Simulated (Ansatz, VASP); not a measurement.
# Two plane-wave programs on ZnS

```
Zn S
1.0
     3.80652    0.00000    0.00000
    -1.90326    3.29654    0.00000
     0.00000    0.00000    6.05746
Zn S
2 2
Direct
  0.33333 0.66667 0.99738
  0.66667 0.33333 0.49738
  0.33333 0.66667 0.37762
  0.66667 0.33333 0.87762
```

Change from the starting cell: strain along c alone, the other axes held, atoms relaxed: -3.0 %.

Alike in both runs: functional r2SCAN; k mesh 6 × 6 × 4; occupations gaussian, width 0.02 eV; no spin polarisation.

Ansatz relaxed the structure, and its values are those at the end. VASP's run is a single point on that final structure, the one shown.

|  | VASP | Ansatz |
| --- | --- | --- |
| version | VASP 6.6.1 | Ansatz 0.2.0 |
| potentials or method | VASP PAW PBE potentials, release 64 (Zn, S), cutoff 520 eV | scalar-relativistic, plane waves, PAW |
| valence electrons in the cell | 36 | 36 |

|  | VASP | Ansatz | Ansatz less VASP |
| --- | --- | --- | --- |
| gap on the k mesh at the Fermi level (eV) | 2.95 | 2.94 | -0.011 |
| least direct gap on the mesh (eV) | 2.95 | 2.94 | -0.011 |
| pressure (GPa) | 2.7 | 2.6 | -0.07 |
| rms of the force components (eV/Å) | 0.004 | 0.000 | -0.0040 |

VASP's potentials were made for PBE, not for r2SCAN. Ansatz's warnings: stress scf threshold loose.
